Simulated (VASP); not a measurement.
# NaH (Fm-3m) in VASP: further runs, part 2 of 2

VASP 6.6.1. The steps go on from the part before.

## 3. Single point, r2SCAN

This run uses another cell than the first one, of 13.78 Å³/atom, 0.943 times its volume.

Input file POSCAR:

```
NaH
1.0
    0.0000000000      2.3975116394      2.3975116394
    2.3975116394      0.0000000000      2.3975116394
    2.3975116394      2.3975116394      0.0000000000
Na H
1 1
Direct
    0.0000000000      0.0000000000      0.0000000000
    0.5000000000      0.5000000000      0.5000000000
```

Input file INCAR.step1:

```
PREC = Accurate
ENCUT = 520
ISMEAR = 0
SIGMA = 0.01
LREAL = F
LASPH = T
NELM = 60
NBANDS = 11
GGA = PE
ALGO = Normal
EDIFF = 1E-4
LWAVE = T
LCHARG = F
```

Input file INCAR.step2:

```
PREC = Accurate
ENCUT = 520
EDIFF = 1E-6
ISMEAR = 0
SIGMA = 0.01
LREAL = F
LASPH = T
NELM = 60
ALGO = Normal
ISIF = 2
LWAVE = F
LCHARG = F
METAGGA = R2SCAN
LMIXTAU = T
NBANDS = 11
ISTART = 1
```

Input file KPOINTS:

```
Automatic mesh
0
Gamma
  10 10 10
```

Potentials or basis: VASP PAW PBE potentials, release 64 (Na_pv, H).

The run is started by

```
> cat potpaw_PBE.64/Na_pv/POTCAR potpaw_PBE.64/H/POTCAR > POTCAR
> cp INCAR.step1 INCAR
> mpirun -np 1 vasp_std > vasp.out
> cp INCAR.step2 INCAR
> mpirun -np 1 vasp_std > vasp.out
```

OUTCAR:

```text
PREC = Accurate
   ENCUT = 520
   EDIFF = 1E-6
   ISMEAR = 0
   LREAL = F
   LASPH = T
   NELM = 60
   ISIF = 2
   METAGGA = R2SCAN
   ISTART = 1

 ion  position               nearest neighbor table
   1  0.000  0.000  0.000-
   2  0.500  0.500  0.500-

  LATTYP: Found a face centered cubic cell.
 ALAT       =     4.7950232788

  Lattice vectors:

 A1 = (   0.0000000000,   2.3975116394,   2.3975116394)
 A2 = (   2.3975116394,   0.0000000000,   2.3975116394)
 A3 = (   2.3975116394,   2.3975116394,   0.0000000000)

Analysis of symmetry for initial positions (statically):
=====================================================================
 Subroutine PRICEL returns:
 Original cell was already a primitive cell.

 Routine SETGRP: Setting up the symmetry group for a
 face centered cubic supercell.

 Subroutine GETGRP returns: Found 48 space group operations
 (whereof 48 operations were pure point group operations)
 out of a pool of 48 trial point group operations.

The static configuration has the point symmetry O_h .

Analysis of symmetry for dynamics (positions and initial velocities):
=====================================================================
 Subroutine PRICEL returns:
 Original cell was already a primitive cell.

 Routine SETGRP: Setting up the symmetry group for a
 face centered cubic supercell.

 Subroutine GETGRP returns: Found 48 space group operations
 (whereof 48 operations were pure point group operations)
 out of a pool of 48 trial point group operations.

The dynamic configuration has the point symmetry O_h .

 Subroutine INISYM returns: Found 48 space group operations
 (whereof 48 operations are pure point group operations),
 and found     1 'primitive' translations

----------------------------------------------------------------------------------------

                                     Primitive cell

  volume of cell :      27.5621

  direct lattice vectors                    reciprocal lattice vectors
     0.000000000  2.397511639  2.397511639    -0.208549561  0.208549561  0.208549561
     2.397511639  0.000000000  2.397511639     0.208549561 -0.208549561  0.208549561
     2.397511639  2.397511639  0.000000000     0.208549561  0.208549561 -0.208549561

  length of vectors
     3.390593476  3.390593476  3.390593476     0.361218436  0.361218436  0.361218436

  position of ions in fractional coordinates (direct lattice)
     0.000000000  0.000000000  0.000000000
     0.500000000  0.500000000  0.500000000

  ion indices of the primitive-cell ions
   primitive index   ion index
                 1           1
                 2           2

----------------------------------------------------------------------------------------

 KPOINTS: Automatic mesh

Automatic generation of k-mesh.
 Grid dimensions read from file:
 generate k-points for:   10   10   10

 Generating k-lattice:

  Cartesian coordinates                     Fractional coordinates (reciprocal lattice)
    -0.020854956  0.020854956  0.020854956     0.100000000  0.000000000  0.000000000
     0.020854956 -0.020854956  0.020854956     0.000000000  0.100000000  0.000000000
     0.020854956  0.020854956 -0.020854956     0.000000000  0.000000000  0.100000000

  Length of vectors
     0.036121844  0.036121844  0.036121844

  Shift w.r.t. Gamma in fractional coordinates (k-lattice)
     0.000000000  0.000000000  0.000000000

 Subroutine IBZKPT returns following result:
 ===========================================

 Found     47 irreducible k-points:

 Following reciprocal coordinates:
            Coordinates               Weight
  0.000000  0.000000  0.000000      1.000000
  0.100000  0.000000  0.000000      8.000000
  0.200000  0.000000  0.000000      8.000000
  0.300000  0.000000  0.000000      8.000000
  0.400000  0.000000  0.000000      8.000000
  0.500000  0.000000  0.000000      4.000000
[... 16 lines left out ...]
  0.300000  0.300000  0.000000      6.000000
  0.400000  0.300000  0.000000     24.000000
 [... further k-points ...]
   k-points           NKPTS =     47   k-points in BZ     NKDIM =     47   number of bands    NBANDS=     11
   number of dos      NEDOS =    301   number of ions     NIONS =      2
   total plane-waves  NPLWV =  21952
   dimension x,y,z NGX =    28 NGY =   28 NGZ =   28
   dimension x,y,z NGXF=    56 NGYF=   56 NGZF=   56
   ions per type =               1   1
   NGX,Y,Z   is equivalent  to a cutoff of  13.73, 13.73, 13.73 a.u.
   NGXF,Y,Z  is equivalent  to a cutoff of  27.46, 27.46, 27.46 a.u.
 SYSTEM =  unknown system
   PREC   = accura    normal or accurate (medium, high low for compatibility)
   ISTART =      1    job   : 0-new  1-cont  2-samecut
   ICHARG =      0    charge: 1-file 2-atom 10-const
   ISPIN  =      1    spin polarized calculation?
   LNONCOLLINEAR =      F non collinear calculations
   LSORBIT =      F    spin-orbit coupling
   LASPH  =      T    aspherical Exc in radial PAW
   ENCUT  =  520.0 eV  38.22 Ry    6.18 a.u.   6.30  6.30  6.30*2*pi/ulx,y,z
   NELM   =     60;   NELMIN=  2; NELMDL=  0     # of ELM steps
   EDIFF  = 0.1E-05   stopping-criterion for ELM
   LREAL  =      F    real-space projection
   EDIFFG = 0.1E-04   stopping-criterion for IOM
   NSW    =      0    number of steps for IOM
   IBRION =     -1    ionic relax: 0-MD 1-quasi-New 2-CG
   NFREE  =      0    steps in history (QN), initial steepest desc. (CG)
   ISIF   =      2    stress and relaxation
   ISYM   =      2    0-nonsym 1-usesym 2-fastsym
   POTIM  = 0.5000    time-step for ionic-motion
   TEBEG  =    0.0;   TEEND  =   0.0 temperature during run
   PSTRESS=    0.0 pullay stress
   NELECT =       8.0000    total number of electrons
   NUPDOWN=      -1.0000    fix difference up-down
   EMIN   =  10.00;   EMAX   =-10.00  energy-range for DOS
   EFERMI =   0.00;   METHOD = LEGACY
   ISMEAR =     0;   SIGMA  =   0.01  broadening in eV -4-tet -1-fermi 0-gaus
   EFERMI_NEDOS =   21; number of points for ismear=-14 and -15
   IALGO  =     38    algorithm
   IMIX   =      4    mixing-type and parameters
     AMIX     =   0.40;   BMIX     =  1.00
     AMIX_MAG =   1.60;   BMIX_MAG =  1.00
  volume/ion in A,a.u.               =      13.78        93.00
  Fermi-wavevector in a.u.,A,eV,Ry     =   1.083929  2.048328 15.985508  1.174902
  Thomas-Fermi vector in A             =   2.220007
   LORBIT       =      0    0 simple, 1 ext, 2 COOP (PROOUT), +10 PAW based schemes
   METAGGA = R2SCAN    functional components
   LHFCALC =     F    Hartree Fock is set to
   AEXX    =    0.0000 exact exchange contribution
   IVDW    =     0    specifies the selected vdW correction
   LEPSILON=     F    determine dielectric tensor
   LRPA    =     F    only Hartree local field effects (RPA)
 non-spin polarized calculation
 Gauss-broadening in eV      SIGMA  =   0.01
  energy-cutoff  :      520.00
  volume of cell :       27.56
 maximum number of plane-waves:       757
 NGX is ok and might be reduce to    28
   NGX = 13   NGY = 13   NGZ = 13

 number of electron       7.9999992 magnetization

 Free energy of the ion-electron system (eV)
  ---------------------------------------------------
  ext. energy  EPLUGINS =         0.00000000
  ---------------------------------------------------
  free energy    TOTEN  =        -7.60244796 eV

  energy without entropy =       -7.60244796  energy(sigma->0) =       -7.60244796

 E-fermi :  -1.3284     XC(G=0):  -8.2241

 val. band max:       -1.3992432085   @ k =  -0.3000   0.5000   0.2000
 cond. band min:       3.0293559322   @ k =   0.5000   0.0000   0.0000
 fundamental gap:      4.4285991407
 Fermi energy:        -1.3284423835

 k-point     1 :       0.0000    0.0000    0.0000
  band No.  band energies     occupation
      1     -24.2388      2.00000
      2     -24.2385      2.00000
      3     -24.2385      2.00000
      4      -4.9973      2.00000
      5      10.2746      0.00000
      6      15.1473      0.00000
      7      15.1473      0.00000
      8      15.1473      0.00000
      9      16.1303      0.00000
     10      16.1303      0.00000
     11      16.1303      0.00000
[... 309 lines left out ...]
 k-point    24 :       0.4000    0.3000    0.0000
  band No.  band energies     occupation
      1     -24.3082      2.00000
      2     -24.2660      2.00000
      3     -24.2633      2.00000
      4      -2.4929      2.00000
      5       5.1276      0.00000
      6       8.6534      0.00000
      7      10.7083      0.00000
      8      11.6686      0.00000
      9      13.8738      0.00000
     10      20.9904      0.00000
     11      22.4515      0.00000

 [... further k-points ...]
[... 5 lines left out ...]
  --------------------------------------------------------------------------------------
  -------------------------------------------------------------------------------------
  Total       -0.0530352     -0.0530352     -0.0530352      0.0000000      0.0000000      0.0000000
  in kB       -3.0829216     -3.0829216     -3.0829216      0.0000000      0.0000000      0.0000000
  external PRESSURE =      -3.0829216 kB  Pullay stress =       0.0000000 kB

 VOLUME and BASIS-vectors are now :
 -----------------------------------------------------------------------------
  energy-cutoff  :      520.00
  volume of cell :       27.56
      direct lattice vectors                 reciprocal lattice vectors
     0.000000000  2.397511639  2.397511639    -0.208549561  0.208549561  0.208549561
     2.397511639  0.000000000  2.397511639     0.208549561 -0.208549561  0.208549561
     2.397511639  2.397511639  0.000000000     0.208549561  0.208549561 -0.208549561

 POSITION                                       TOTAL-FORCE (eV/Angst)
 -----------------------------------------------------------------------------------
      0.00000      0.00000      0.00000         0.000000      0.000000      0.000000
      2.39751      2.39751      2.39751        -0.000000      0.000000     -0.000000
 -----------------------------------------------------------------------------------
    total drift:                               -0.000000     -0.000000      0.000000

  FREE ENERGIE OF THE ION-ELECTRON SYSTEM (eV)
  ---------------------------------------------------
  free  energy   TOTEN  =        -7.6024479591 eV

  energy  without entropy=       -7.6024479591  energy(sigma->0) =       -7.60244796
```

OUTCAR.step1:

```text
PREC = Accurate
   ENCUT = 520
   ISMEAR = 0
   LREAL = F
   LASPH = T
[... 557 lines left out ...]
 -----------------------------------------------------------------------------------
      0.00000      0.00000      0.00000        -0.000000      0.000000     -0.000000
      2.39751      2.39751      2.39751         0.000000     -0.000000      0.000000
 -----------------------------------------------------------------------------------
    total drift:                               -0.000000     -0.000000     -0.000000

  FREE ENERGIE OF THE ION-ELECTRON SYSTEM (eV)
  ---------------------------------------------------
  free  energy   TOTEN  =        -5.0863527215 eV

  energy  without entropy=       -5.0863527215  energy(sigma->0) =       -5.08635272
```

OSZICAR.step1:

```text
N       E                     dE             d eps       ncg     rms          rms(c)
DAV:   1     0.363157446920E+02    0.36316E+02   -0.45954E+03  1043   0.742E+02
DAV:   2    -0.431219597771E+01   -0.40628E+02   -0.40100E+02  1104   0.192E+02
DAV:   3    -0.550804448298E+01   -0.11958E+01   -0.11944E+01  1254   0.317E+01
DAV:   4    -0.551577275837E+01   -0.77283E-02   -0.77277E-02  1191   0.260E+00
DAV:   5    -0.551584720575E+01   -0.74447E-04   -0.74447E-04  1206   0.254E-01    0.321E+00
DAV:   6    -0.517561712442E+01    0.34023E+00   -0.32455E-01  1191   0.281E+00    0.149E+00
DAV:   7    -0.508185068987E+01    0.93766E-01   -0.32368E-01  1154   0.217E+00    0.349E-01
DAV:   8    -0.508641856483E+01   -0.45679E-02   -0.98952E-03  1118   0.968E-01    0.678E-02
DAV:   9    -0.508636818638E+01    0.50378E-04   -0.11289E-03  1233   0.360E-01    0.232E-02
DAV:  10    -0.508635272154E+01    0.15465E-04   -0.59030E-05   691   0.498E-02
   1 F= -.50863527E+01 E0= -.50863527E+01  d E =-.333631-125
```

It took 29 s on 1 thread of Intel Xeon 6975P-C (Granite Rapids), shared host; peak memory 0.16 GiB.

What came out:

```yaml
Free_energy: -7.6024 eV
Pressure: -0.3 GPa
Band_gap_on_the_k_mesh: 4.43 eV, indirect (least direct gap 5.26 eV)
```

Levels at points of the mesh, in eV from the valence-band top:
| k point | band 2 | band 3 | band 4 | band 5 | band 6 | band 7 |
| --- | --- | --- | --- | --- | --- | --- |
| (0.00, 0.00, 0.00) | -22.84 | -22.84 | -3.60 | 11.67 | 16.55 | 16.55 |
| (0.50, 0.00, 0.00) | -22.85 | -22.85 | -0.83 | 4.43 | 11.87 | 14.08 |
| (0.50, 0.50, 0.00) | -22.87 | -22.87 | -0.16 | 5.26 | 10.81 | 11.55 |

Caveat: the PAW data sets were made with another functional, which shifts forces and pressure a little. A k mesh can miss the band edges.
